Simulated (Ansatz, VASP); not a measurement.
# ZnCu: VASP beside Ansatz

The input INCAR:

```
  PREC = Accurate
  ENCUT = 520
  EDIFF = 1E-6
  ISMEAR = 0
  SIGMA = 0.15
  LREAL = False
  LASPH = True
  NELM = 80
  ALGO = Fast
  ISIF = 2
  LWAVE = False
  LCHARG = True
  GGA = PS
  LELF = True
  LVHAR = True
  NBANDS = 18
```

File KPOINTS:

```
regular mesh
0
Gamma
  16 16 16
```

File POSCAR:

```
ZnCu
1.0
    2.9891750000      0.0000000000      0.0000000000
    0.0000000000      2.9008250000      0.0000000000
    0.0000000000      0.0000000000      2.9450000000
Zn Cu
1 1
Direct
    0.5000000000      0.5000000000      0.5000000000
    0.0000000000      0.0000000000      0.0000000000
```

Input for Ansatz:

```yaml
crystal:
  lattice:
    - [2.989175, 0.0, 0.0]
    - [0.0, 2.900825, 0.0]
    - [0.0, 0.0, 2.945]
  atoms:
    - { symbol: Zn, position: [0.5, 0.5, 0.5] }
    - { symbol: Cu, position: [0.0, 0.0, 0.0] }
basis:
  ecutwfc: 420
kpoints:
  mp_grid: { grid: [16, 16, 16] }
hamiltonian:
  xc: pbesol
scf:
  occupations: { method: gaussian, width: 0.15 }
output:
  forces: true
  stress: true
  eigenvalues: true
```

Change from the starting cell: strain +0.0150 x Voigt [1, -1, 0, 0, 0, 0], atoms carried along.

Alike in both runs: task single point; functional PBEsol; k mesh 16 × 16 × 16; occupations gaussian, width 0.15 eV; no spin polarisation.

|  | VASP | Ansatz |
| --- | --- | --- |
| version | VASP 6.6.1 | Ansatz 0.2.0 |
| potentials or method | VASP PAW PBE potentials, release 64 (Zn, Cu), cutoff 520 eV | scalar-relativistic, plane waves, PAW |
| valence electrons in the cell | 23 | 31 |

```tsv
	VASP	Ansatz	Ansatz less VASP
gap on the k mesh at the Fermi level (eV)	none	none	-
pressure (GPa)	-3.7	-4.7	-1.00
```

VASP's potentials were made for PBE, not for PBEsol. A gap of «none» marks a metal or a gap that the smearing closes. VASP's potentials hold 23 valence electrons a cell and Ansatz's 31, so a difference there can come from the potentials and not from the codes.
